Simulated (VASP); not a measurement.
# Sr (Fm-3m) in VASP: settings compared

Aim: see how the results for Sr move with the level of theory and the settings. Levels: r2SCAN, PBEsol. Tasks: single point.

Program: VASP 6.6.1. These are calculated values, not measurements. Logs are shortened: lines on timing, memory, paths and dates and some standing lists are left out, and cuts for length are marked.

## (1) The cell of the first run

The structure is cubic, space group Fm-3m (No. 225). The conventional cell has a = 6.204 Å, b = 6.204 Å, c = 6.204 Å, α = 90.00°, β = 90.00°, γ = 90.00°. Sr (site symmetry m-3m) has 12 Sr at 4.39 Å within 5.8 Å.

## (2) Single point, r2SCAN

Input file POSCAR:

```
Sr
1.0
    0.0000000000      3.1020190703      3.1020190703
    3.1020190703      0.0000000000      3.1020190703
    3.1020190703      3.1020190703      0.0000000000
Sr
1
Direct
    0.0000000000      0.0000000000      0.0000000000
```

Input file INCAR.step1:

```
SYSTEM = Sr
PREC     = Accurate       ! precision mode
ENCUT    = 520            ! plane-wave cutoff, eV
ISMEAR   = -1             ! smearing method
SIGMA    = 0.05           ! smearing width, eV
LREAL    = .FALSE.        ! projectors in reciprocal space
LASPH    = .TRUE.         ! aspherical terms in the spheres
NELM     = 100            ! most SCF steps
NBANDS   = 11             ! bands
GGA      = PE             ! functional
ALGO     = Normal         ! electronic algorithm
EDIFF    = 1E-4           ! SCF threshold, eV
LWAVE    = .TRUE.         ! write WAVECAR
LCHARG   = .FALSE.        ! write CHGCAR
```

Input file INCAR.step2:

```
SYSTEM = Sr
PREC     = Accurate       ! precision mode
ENCUT    = 520            ! plane-wave cutoff, eV
EDIFF    = 1E-6           ! SCF threshold, eV
ISMEAR   = -1             ! smearing method
SIGMA    = 0.05           ! smearing width, eV
LREAL    = .FALSE.        ! projectors in reciprocal space
LASPH    = .TRUE.         ! aspherical terms in the spheres
NELM     = 100            ! most SCF steps
ALGO     = Normal         ! electronic algorithm
ISIF     = 2              ! what is computed and relaxed
LWAVE    = .FALSE.        ! write WAVECAR
LCHARG   = .FALSE.        ! write CHGCAR
METAGGA  = R2SCAN         ! meta-GGA
LMIXTAU  = .TRUE.       
NBANDS   = 11             ! bands
ISTART   = 1
```

Input file KPOINTS:

```
regular mesh
0
G
  8 8 8
  0 0 0
```

Potentials or basis: VASP PAW PBE potentials, release 64 (Sr_sv).

Launch:

```sh
$ cat potpaw_PBE.64/Sr_sv/POTCAR > POTCAR
$ cp INCAR.step1 INCAR
$ mpirun -np 1 vasp_std > vasp.out
$ cp INCAR.step2 INCAR
$ mpirun -np 1 vasp_std > vasp.out
```

OUTCAR:

```text
SYSTEM = Sr
   PREC = Accurate
   ENCUT = 520
   EDIFF = 1E-6
   ISMEAR = -1
   LREAL = .FALSE.
   LASPH = .TRUE.
   NELM = 100
   ISIF = 2
   METAGGA = R2SCAN
   ISTART = 1

 ion  position               nearest neighbor table
   1  0.000  0.000  0.000-

  LATTYP: Found a face centered cubic cell.
 ALAT       =     6.2040381406

  Lattice vectors:

 A1 = (   0.0000000000,   3.1020190703,   3.1020190703)
 A2 = (   3.1020190703,   0.0000000000,   3.1020190703)
 A3 = (   3.1020190703,   3.1020190703,   0.0000000000)

Analysis of symmetry for initial positions (statically):
=====================================================================
 Subroutine PRICEL returns:
 Original cell was already a primitive cell.

 Routine SETGRP: Setting up the symmetry group for a
 face centered cubic supercell.

 Subroutine GETGRP returns: Found 48 space group operations
 (whereof 48 operations were pure point group operations)
 out of a pool of 48 trial point group operations.

The static configuration has the point symmetry O_h .

Analysis of symmetry for dynamics (positions and initial velocities):
=====================================================================
 Subroutine PRICEL returns:
 Original cell was already a primitive cell.

 Routine SETGRP: Setting up the symmetry group for a
 face centered cubic supercell.

 Subroutine GETGRP returns: Found 48 space group operations
 (whereof 48 operations were pure point group operations)
 out of a pool of 48 trial point group operations.

The dynamic configuration has the point symmetry O_h .

 Subroutine INISYM returns: Found 48 space group operations
 (whereof 48 operations are pure point group operations),
 and found     1 'primitive' translations

----------------------------------------------------------------------------------------

                                     Primitive cell

  volume of cell :      59.6985

  direct lattice vectors                    reciprocal lattice vectors
     0.000000000  3.102019070  3.102019070    -0.161185340  0.161185340  0.161185340
     3.102019070  0.000000000  3.102019070     0.161185340 -0.161185340  0.161185340
     3.102019070  3.102019070  0.000000000     0.161185340  0.161185340 -0.161185340

  length of vectors
     4.386917440  4.386917440  4.386917440     0.279181199  0.279181199  0.279181199

  position of ions in fractional coordinates (direct lattice)
     0.000000000  0.000000000  0.000000000

  ion indices of the primitive-cell ions
   primitive index   ion index
                 1           1

----------------------------------------------------------------------------------------

 KPOINTS: regular mesh

Automatic generation of k-mesh.
 Grid dimensions read from file:
 generate k-points for:    8    8    8

 Generating k-lattice:

  Cartesian coordinates                     Fractional coordinates (reciprocal lattice)
    -0.020148168  0.020148168  0.020148168     0.125000000  0.000000000  0.000000000
     0.020148168 -0.020148168  0.020148168     0.000000000  0.125000000  0.000000000
     0.020148168  0.020148168 -0.020148168     0.000000000  0.000000000  0.125000000

  Length of vectors
     0.034897650  0.034897650  0.034897650

  Shift w.r.t. Gamma in fractional coordinates (k-lattice)
     0.000000000  0.000000000  0.000000000

 Subroutine IBZKPT returns following result:
 ===========================================

 Found     29 irreducible k-points:

 Following reciprocal coordinates:
            Coordinates               Weight
  0.000000  0.000000  0.000000      1.000000
  0.125000  0.000000  0.000000      8.000000
  0.250000  0.000000  0.000000      8.000000
  0.375000  0.000000  0.000000      8.000000
  0.500000  0.000000  0.000000      4.000000
  0.125000  0.125000  0.000000      6.000000
[... 16 lines left out ...]
  0.500000  0.250000  0.125000     48.000000
 -0.375000  0.250000  0.125000     24.000000
 [... further k-points ...]
   k-points           NKPTS =     29   k-points in BZ     NKDIM =     29   number of bands    NBANDS=     11
   number of dos      NEDOS =    301   number of ions     NIONS =      1
   total plane-waves  NPLWV =  46656
   dimension x,y,z NGX =    36 NGY =   36 NGZ =   36
   dimension x,y,z NGXF=    72 NGYF=   72 NGZF=   72
   ions per type =               1
   NGX,Y,Z   is equivalent  to a cutoff of  13.64, 13.64, 13.64 a.u.
   NGXF,Y,Z  is equivalent  to a cutoff of  27.29, 27.29, 27.29 a.u.
 SYSTEM =  Sr
   PREC   = accura    normal or accurate (medium, high low for compatibility)
   ISTART =      1    job   : 0-new  1-cont  2-samecut
   ICHARG =      0    charge: 1-file 2-atom 10-const
   ISPIN  =      1    spin polarized calculation?
   LNONCOLLINEAR =      F non collinear calculations
   LSORBIT =      F    spin-orbit coupling
   LASPH  =      T    aspherical Exc in radial PAW
   ENCUT  =  520.0 eV  38.22 Ry    6.18 a.u.   8.16  8.16  8.16*2*pi/ulx,y,z
   NELM   =    100;   NELMIN=  2; NELMDL=  0     # of ELM steps
   EDIFF  = 0.1E-05   stopping-criterion for ELM
   LREAL  =      F    real-space projection
   EDIFFG = 0.1E-04   stopping-criterion for IOM
   NSW    =      0    number of steps for IOM
   IBRION =     -1    ionic relax: 0-MD 1-quasi-New 2-CG
   NFREE  =      0    steps in history (QN), initial steepest desc. (CG)
   ISIF   =      2    stress and relaxation
   ISYM   =      2    0-nonsym 1-usesym 2-fastsym
   POTIM  = 0.5000    time-step for ionic-motion
   TEBEG  =    0.0;   TEEND  =   0.0 temperature during run
   PSTRESS=    0.0 pullay stress
   NELECT =      10.0000    total number of electrons
   NUPDOWN=      -1.0000    fix difference up-down
   EMIN   =  10.00;   EMAX   =-10.00  energy-range for DOS
   EFERMI =   0.00;   METHOD = LEGACY
   ISMEAR =    -1;   SIGMA  =   0.05  broadening in eV -4-tet -1-fermi 0-gaus
   EFERMI_NEDOS =   21; number of points for ismear=-14 and -15
   IALGO  =     38    algorithm
   IMIX   =      4    mixing-type and parameters
     AMIX     =   0.40;   BMIX     =  1.00
     AMIX_MAG =   1.60;   BMIX_MAG =  1.00
  volume/ion in A,a.u.               =      59.70       402.87
  Fermi-wavevector in a.u.,A,eV,Ry     =   0.902444  1.705372 11.080661  0.814406
  Thomas-Fermi vector in A             =   2.025648
   LORBIT       =      0    0 simple, 1 ext, 2 COOP (PROOUT), +10 PAW based schemes
   METAGGA = R2SCAN    functional components
   LHFCALC =     F    Hartree Fock is set to
   AEXX    =    0.0000 exact exchange contribution
   IVDW    =     0    specifies the selected vdW correction
   LEPSILON=     F    determine dielectric tensor
   LRPA    =     F    only Hartree local field effects (RPA)
 non-spin polarized calculation
  energy-cutoff  :      520.00
  volume of cell :       59.70
 maximum number of plane-waves:      1639
 NGX is ok and might be reduce to    36
   NGX = 17   NGY = 17   NGZ = 17

 number of electron      10.0000000 magnetization

 Free energy of the ion-electron system (eV)
  ---------------------------------------------------
  ext. energy  EPLUGINS =         0.00000000
  ---------------------------------------------------
  free energy    TOTEN  =       -15.10108467 eV

  energy without entropy =      -15.08971234  energy(sigma->0) =      -15.09539851

 E-fermi :   1.2741     XC(G=0):  -7.5361

 val. band max:        1.2595552741   @ k =  -0.3750   0.2500   0.1250
 cond. band min:       1.3181662993   @ k =  -0.3750   0.3750   0.0000
 fundamental gap:      0.0586110252
 Fermi energy:         1.2741398490

 k-point     1 :       0.0000    0.0000    0.0000
  band No.  band energies     occupation
      1     -36.8573      2.00000
      2     -18.1265      2.00000
      3     -18.1265      2.00000
      4     -18.1265      2.00000
      5      -2.3794      2.00000
      6       3.9398      0.00000
      7       3.9398      0.00000
      8       3.9398      0.00000
      9       5.3653      0.00000
     10       5.3653      0.00000
     11       8.6136      0.00000

 k-point     2 :       0.1250    0.0000    0.0000
  band No.  band energies     occupation
      1     -36.8558      2.00000
      2     -18.1493      2.00000
      3     -18.1296      2.00000
      4     -18.1296      2.00000
      5      -2.1354      2.00000
      6       3.5469      0.00000
      7       4.0413      0.00000
      8       4.0413      0.00000
      9       5.2338      0.00000
     10       5.2338      0.00000
     11       9.1784      0.00000

 k-point     3 :       0.2500    0.0000    0.0000
  band No.  band energies     occupation
      1     -36.8522      2.00000
      2     -18.2036      2.00000
      3     -18.1370      2.00000
      4     -18.1370      2.00000
      5      -1.4480      2.00000
      6       2.7496      0.00000
      7       4.0754      0.00000
      8       4.0754      0.00000
      9       5.3094      0.00000
     10       5.3094      0.00000
     11       8.2791      0.00000

 k-point     4 :       0.3750    0.0000    0.0000
  band No.  band energies     occupation
      1     -36.8485      2.00000
      2     -18.2571      2.00000
      3     -18.1443      2.00000
      4     -18.1443      2.00000
      5      -0.4655      2.00000
      6       1.8785      0.00001
      7       3.8680      0.00000
      8       3.8680      0.00000
      9       5.9252      0.00000
     10       5.9252      0.00000
     11       7.4342      0.00000

 k-point     5 :       0.5000    0.0000    0.0000
  band No.  band energies     occupation
      1     -36.8470      2.00000
      2     -18.2790      2.00000
      3     -18.1474      2.00000
      4     -18.1474      2.00000
      5       0.3070      2.00000
      6       1.2043      1.60342
      7       3.7624      0.00000
      8       3.7624      0.00000
      9       6.3558      0.00000
     10       6.3558      0.00000
     11       7.1170      0.00000
[... 211 lines left out ...]
 k-point    21 :       0.5000    0.5000    0.0000
  band No.  band energies     occupation
      1     -36.8436      2.00000
      2     -18.2700      2.00000
      3     -18.1820      2.00000
      4     -18.1820      2.00000
      5       0.8198      1.99977
      6       1.8868      0.00001
      7       2.2050      0.00000
      8       6.3535      0.00000
      9       6.6412      0.00000
     10       6.6415      0.00000
     11       6.6550      0.00000

 k-point    22 :       0.3750    0.2500    0.1250
  band No.  band energies     occupation
      1     -36.8495      2.00000
      2     -18.2169      2.00000
      3     -18.1649      2.00000
      4     -18.1464      2.00000
      5      -0.8710      2.00000
      6       2.5357      0.00000
      7       3.3622      0.00000
      8       4.5201      0.00000
      9       4.7400      0.00000
     10       6.0699      0.00000
     11       8.5209      0.00000

 k-point    23 :       0.5000    0.2500    0.1250
  band No.  band energies     occupation
      1     -36.8465      2.00000
      2     -18.2456      2.00000
      3     -18.1817      2.00000
      4     -18.1553      2.00000
      5       0.0690      2.00000
      6       1.9925      0.00000
      7       2.8988      0.00000
      8       4.3096      0.00000
      9       5.4455      0.00000
     10       6.5750      0.00000
     11       7.2327      0.00000

 k-point    24 :      -0.3750    0.2500    0.1250
  band No.  band energies     occupation
      1     -36.8453      2.00000
      2     -18.2580      2.00000
      3     -18.1870      2.00000
      4     -18.1601      2.00000
      5       0.9526      1.99678
      6       1.2596      1.14482
      7       2.8419      0.00000
      8       4.1858      0.00000
      9       5.8670      0.00000
     10       6.5661      0.00000
     11       6.7540      0.00000

 [... further k-points ...]

------------------------ aborting loop because EDIFF is reached ----------------------------------------

  FORCE on cell =-STRESS in cart. coord.  units (eV):
  Direction    XX          YY          ZZ          XY          YZ          ZX
  --------------------------------------------------------------------------------------
  -------------------------------------------------------------------------------------
  Total       -0.2081283     -0.2081283     -0.2081283      0.0000000      0.0000000      0.0000000
  in kB       -5.5857085     -5.5857085     -5.5857085      0.0000000      0.0000000      0.0000000
  external PRESSURE =      -5.5857085 kB  Pullay stress =       0.0000000 kB

 VOLUME and BASIS-vectors are now :
 -----------------------------------------------------------------------------
  energy-cutoff  :      520.00
  volume of cell :       59.70
      direct lattice vectors                 reciprocal lattice vectors
     0.000000000  3.102019070  3.102019070    -0.161185340  0.161185340  0.161185340
     3.102019070  0.000000000  3.102019070     0.161185340 -0.161185340  0.161185340
     3.102019070  3.102019070  0.000000000     0.161185340  0.161185340 -0.161185340

 POSITION                                       TOTAL-FORCE (eV/Angst)
 -----------------------------------------------------------------------------------
      0.00000      0.00000      0.00000        -0.000000      0.000000      0.000000
 -----------------------------------------------------------------------------------
    total drift:                               -0.000000      0.000000      0.000000

  FREE ENERGIE OF THE ION-ELECTRON SYSTEM (eV)
  ---------------------------------------------------
  free  energy   TOTEN  =       -15.1010846701 eV

  energy  without entropy=      -15.0897123445  energy(sigma->0) =      -15.09539851
```

Run time: 73 s. Hardware: 1 thread of Intel Xeon Platinum 8259CL at 2.50GHz (Skylake/Cascade Lake), shared host; peak memory 0.21 GiB.

What came out:

* Free energy: -15.1011 eV
* Pressure: -0.6 GPa
* Band gap on the k mesh: zero (band 5 reaches 1.48 eV, above the bottom of band 6 at 1.20 eV)

Levels at points of the mesh, in eV from the Fermi level:
```tsv
k point	band 3	band 4	band 5	band 6	band 7	band 8
(0.00, 0.00, 0.00)	-19.40	-19.40	-3.65	2.67	2.67	2.67
(0.50, 0.00, 0.00)	-19.42	-19.42	-0.97	-0.07	2.49	2.49
(0.50, 0.50, 0.00)	-19.46	-19.46	-0.45	0.61	0.93	5.08
```

Caveat: the PAW data sets were made with another functional, which shifts forces and pressure a little.

## (3) Single point, PBEsol

This run uses another cell than the first one, of 23.40 Å³/atom, 0.392 times its volume.

Input file INCAR:

```
ALGO     = Normal         # electronic algorithm
EDIFF    = 1E-6           # SCF threshold, eV
ENCUT    = 520            # plane-wave cutoff, eV
GGA      = PS             # functional
ISIF     = 2              # what is computed and relaxed
ISMEAR   = -1             # smearing method
LASPH    = True           # aspherical terms in the spheres
LCHARG   = True           # write CHGCAR
LELF     = True           # ELF
LREAL    = False          # projectors in reciprocal space
LVHAR    = True         
LWAVE    = False          # write WAVECAR
NBANDS   = 11             # bands
NELM     = 80             # most SCF steps
PREC     = Accurate       # precision mode
SIGMA    = 0.05           # smearing width, eV
```

Input file KPOINTS:

```
k-points
0
Gamma
  8 8 8
```

Input file POSCAR:

```
Sr
1.0
    0.0000000000      2.2701308933      2.2701308933
    2.2701308933      0.0000000000      2.2701308933
    2.2701308933      2.2701308933      0.0000000000
Sr
1
Direct
    0.0000000000      0.0000000000      0.0000000000
```

Potentials or basis: VASP PAW PBE potentials, release 64 (Sr_sv).

Launch:

```sh
$ cat potpaw_PBE.64/Sr_sv/POTCAR > POTCAR
$ mpirun -np 1 vasp_std > vasp.out
```

Run time: 2.9 s. Hardware: 1 thread of Intel Xeon 6975P-C (Granite Rapids), shared host; peak memory 0.13 GiB.

It converged, with:

```
Free energy            : -0.1973 eV
Pressure               : 30.5 GPa
Band gap on the k mesh : zero (band 5 reaches 5.68 eV, above the bottom of band 6 at 4.32 eV)
```

Levels at points of the mesh, in eV from the Fermi level:
| k point | band 1 | band 2 | band 3 | band 4 | band 5 | band 6 | band 7 | band 8 | band 9 | band 10 |
| --- | --- | --- | --- | --- | --- | --- | --- | --- | --- | --- |
| (0.00, 0.00, 0.00) | -35.60 | -16.34 | -16.34 | -16.34 | -3.79 | 3.28 | 3.28 | 3.28 | 6.82 | 6.82 |
| (0.50, 0.00, 0.00) | -35.12 | -18.91 | -16.64 | -16.64 | -1.55 | 2.87 | 2.87 | 3.73 | 9.53 | 9.53 |
| (0.50, 0.50, 0.00) | -34.97 | -18.69 | -17.21 | -17.21 | -2.19 | -1.01 | 6.10 | 9.61 | 10.40 | 10.40 |

Caveat: the PAW data sets were made with another functional, which shifts forces and pressure a little.

## (4) Single point, PBEsol

This run uses another cell than the first one, of 27.43 Å³/atom, 0.459 times its volume.

Input file INCAR:

```
ALGO = Normal
EDIFF = 1E-6
ENCUT = 520
GGA = PS
ISIF = 2
ISMEAR = -1
LASPH = T
LCHARG = F
LREAL = F
LWAVE = F
NBANDS = 11
NELM = 100
PREC = Accurate
SIGMA = 0.05
```

KPOINTS is that of step 3.

Input file POSCAR:

```
Sr
1.0
    0.0000000000      2.3935645975      2.3935645975
    2.3935645975      0.0000000000      2.3935645975
    2.3935645975      2.3935645975      0.0000000000
Sr
1
Direct
    0.0000000000      0.0000000000      0.0000000000
```

Launch:

```sh
$ cat potpaw_PBE.64/Sr_sv/POTCAR > POTCAR
$ mpirun -np 1 vasp_std > vasp.out
```

Wall time 5.1 s (1 thread of Intel Xeon 6975P-C (Granite Rapids), shared host); peak memory 0.15 GiB.

The run converged. Its results:

```
Free energy            : -0.8233 eV
Pressure               : 20.2 GPa
Band gap on the k mesh : zero (band 5 reaches 4.56 eV, above the bottom of band 6 at 3.81 eV)
```

Levels at points of the mesh, in eV from the Fermi level:
```tsv
k point	band 1	band 2	band 3	band 4	band 5	band 6	band 7	band 8	band 9	band 10
(0.00, 0.00, 0.00)	-35.49	-16.72	-16.72	-16.72	-4.03	3.17	3.17	3.17	6.20	6.20
(0.50, 0.00, 0.00)	-35.22	-18.45	-16.93	-16.93	-1.43	2.59	2.82	2.82	8.48	8.48
(0.50, 0.50, 0.00)	-35.13	-18.31	-17.31	-17.31	-1.73	-0.57	4.56	8.54	9.20	9.20
```

Caveat: the PAW data sets were made with another functional, which shifts forces and pressure a little.

## (5) Summary

| level | cell | gap on the mesh (eV) | pressure (GPa) |
| --- | --- | --- | --- |
| r2SCAN | a = 4.387 Å, angles 60.0°, 1 atom | none | -0.6 |
| PBEsol | a = 3.210 Å, angles 60.0°, 1 atom | none | 30.5 |
| PBEsol | a = 3.385 Å, angles 60.0°, 1 atom | none | 20.2 |

Alike in all rows: task single point; potentials or basis VASP PAW PBE potentials, release 64 (Sr_sv); no spin polarisation; k mesh 8 × 8 × 8; cutoff (eV) 520; smearing fermi-dirac 0.05 eV.

Caveats: the PAW data sets were made with another functional, which shifts forces and pressure a little.

Total energies depend on the potentials used, so only differences within one code and one set of settings carry meaning.
